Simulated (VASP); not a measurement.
Set up this calculation in VASP 6.6.1, as the native input.

```
Task                   : single point
Functional             : PBE
Potentials or basis    : VASP PAW PBE potentials, release 64 (Mg)
Cutoff                 : 520 eV
k mesh                 : 5 × 5 × 2
Occupations            : fermi-dirac, width 0.02 eV
Spin                   : no spin polarisation
Dipole correction      : no
Further INCAR settings : ALGO = Normal; EDIFF = 1e-06; NBANDS = 9
```

The structure of Mg lies in POSCAR:

```
Mg
1.0
    3.2093000000      0.0000000000      0.0000000000
   -1.6046500000      2.7793353284      0.0000000000
    0.0000000000      0.0000000000      5.2103000000
Mg
2
Direct
    0.6666666667      0.3333333333      0.7500000000
    0.3333333333      0.6666666667      0.2500000000
```

One way to write it, as run:

INCAR

```
  ALGO = Normal
  EDIFF = 1E-6
  ENCUT = 520
  GGA = PE
  ISIF = 2
  ISMEAR = -1
  LASPH = True
  LCHARG = False
  LREAL = False
  LWAVE = False
  NBANDS = 9
  NELM = 100
  PREC = Accurate
  SIGMA = 0.02
```

KPOINTS

```
k-points
0
Gamma
  5 5 2
```

Potentials or basis: VASP PAW PBE potentials, release 64 (Mg).

The run is started by

```sh
$ cat potpaw_PBE.64/Mg/POTCAR > POTCAR
$ mpirun -np 1 vasp_std > vasp.out
```

Results of the run:

```yaml
Pressure: -0.4 GPa
Band_gap_on_the_k_mesh: zero (band 2 reaches 3.05 eV, above the bottom of band 3 at 1.34 eV)
```

Caveat: the k points lie up to 0.60 Å⁻¹ apart.

It took 3.1 s on 1 thread of Intel Xeon 6975P-C (shared host), peak memory 0.15 GiB.
